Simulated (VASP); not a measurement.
Set up this calculation in VASP 6.6.1, as the native input.

```yaml
Task: single point
Functional: LDA
Potentials_or_basis: VASP PAW LDA potentials, release 64 (Zn, S)
Cutoff: 500 eV
k_mesh: 12 × 12 × 12
Occupations: fermi-dirac, width 0.05 eV
Spin: no spin polarisation
Dipole_correction: no
Further_INCAR_settings: ALGO = Normal; EDIFF = 1e-06; NBANDS = 16
```

The structure of ZnS (zincblende type) lies in POSCAR:

```
ZnS
1.0
    0.0000000000      2.5943342591      2.5943342591
    2.5943342591      0.0000000000      2.5943342591
    2.5943342591      2.5943342591      0.0000000000
Zn S
1 1
Direct
    0.0000000000      0.0000000000      0.0000000000
    0.2500000000      0.2500000000      0.2500000000
```

These files were run (other wordings do the same):

INCAR

```
SYSTEM = ZnS
  ALGO = Normal
  EDIFF = 1E-6
  ENCUT = 500
  GGA_COMPAT = .False.
  ISIF = 2
  ISMEAR = -1
  LASPH = .True.
  LCHARG = .True.
  LELF = .True.
  LREAL = .False.
  LVHAR = .True.
  LWAVE = .False.
  NBANDS = 16
  NELM = 120
  PREC = Accurate
  SIGMA = 0.05
```

KPOINTS

```
k-points
0
Gamma
  12 12 12
  0 0 0
```

Potentials or basis: VASP PAW LDA potentials, release 64 (Zn, S).

The run is started by

```bash
$ cat potpaw_LDA.64/Zn/POTCAR potpaw_LDA.64/S/POTCAR > POTCAR
$ mpirun -np 1 vasp_std > vasp.out
```

Results of the run:

```yaml
Pressure: 6.4 GPa
Band_gap_on_the_k_mesh: 2.45 eV
```

Caveat: the cell stands under pressure.

It took 82 s on 1 thread of Intel Xeon 8259CL, on a shared host, peak memory 0.13 GiB.
